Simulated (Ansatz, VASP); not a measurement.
**Fe: VASP beside Ansatz**

INCAR

```
PREC     = Accurate       # precision mode
ENCUT    = 520            # plane-wave cutoff, eV
EDIFF    = 1E-7           # SCF threshold, eV
ISMEAR   = 0              # smearing method
SIGMA    = 0.05           # smearing width, eV
LREAL    = F              # projectors in reciprocal space
LASPH    = T              # aspherical terms in the spheres
NELM     = 150            # most SCF steps
ALGO     = Fast           # electronic algorithm
ISIF     = 2              # what is computed and relaxed
LWAVE    = F              # write WAVECAR
LCHARG   = F              # write CHGCAR
ISPIN    = 2              # spin polarisation
MAGMOM   = 2.41           # initial moments
LORBIT   = 11             # projections on sites
LMAXMIX  = 4              # l up to which the mixer works
GGA      = PE             # functional
NBANDS   = 14             # bands
```

Contents of KPOINTS:

```
Automatic mesh
0
Gamma
  22 22 22
```

Contents of POSCAR:

```
Fe
1.0
   -1.4155932657      1.4155932657      1.4155932657
    1.4155932657     -1.4155932657      1.4155932657
    1.4155932657      1.4155932657     -1.4155932657
Fe
1
Direct
    0.0000000000      0.0000000000      0.0000000000
```

Input for Ansatz:

```yaml
crystal:
  lattice:
    - [-1.4155932657, 1.4155932657, 1.4155932657]
    - [1.4155932657, -1.4155932657, 1.4155932657]
    - [1.4155932657, 1.4155932657, -1.4155932657]
  atoms:
    - { symbol: Fe, position: [0.0, 0.0, 0.0], spin: 2.41 }
basis:
  ecutwfc: 420
  ecutrho_ratio: 4
kpoints:
  mp_grid: { grid: [22, 22, 22] }
hamiltonian:
  xc: pbe
scf:
  occupations: { method: gaussian, width: 0.05 }
output:
  forces: true
  stress: true
  eigenvalues: true
  populations: true
magnetization:
  spin_polarized: true
```

Alike in both runs: task single point; functional PBE; k mesh 22 × 22 × 22; occupations gaussian, width 0.05 eV; collinear spin.

|  | VASP | Ansatz |
| --- | --- | --- |
| version | VASP 6.6.1 | Ansatz 0.2.0 |
| potentials or method | VASP PAW PBE potentials, release 64 (Fe), cutoff 520 eV | scalar-relativistic, plane waves, PAW |
| valence electrons in the cell | 8 | 16 |

VASP gave:

| Quantity | Value |
| --- | --- |
| gap on the k mesh at the Fermi level (eV) | none |
| pressure (GPa) | -0.3 |
| net moment per atom (μB) | 2.18 |
| size of the moment on the site where the two differ most (μB) | 2.17 |

Problem. Which values does Ansatz return?

Solution. gap on the k mesh at the Fermi level (eV): none; pressure (GPa): -0.1; net moment per atom (μB): 2.16; size of the moment on the site where the two differ most (μB): 2.20.

Site moments also hang on the region over which each program counts them. A gap of «none» marks a metal or a gap that the smearing closes. With one functional, cell and mesh, what is left measures potentials, basis and numerics. VASP's potentials hold 8 valence electrons a cell and Ansatz's 16, so a difference there can come from the potentials and not from the codes.
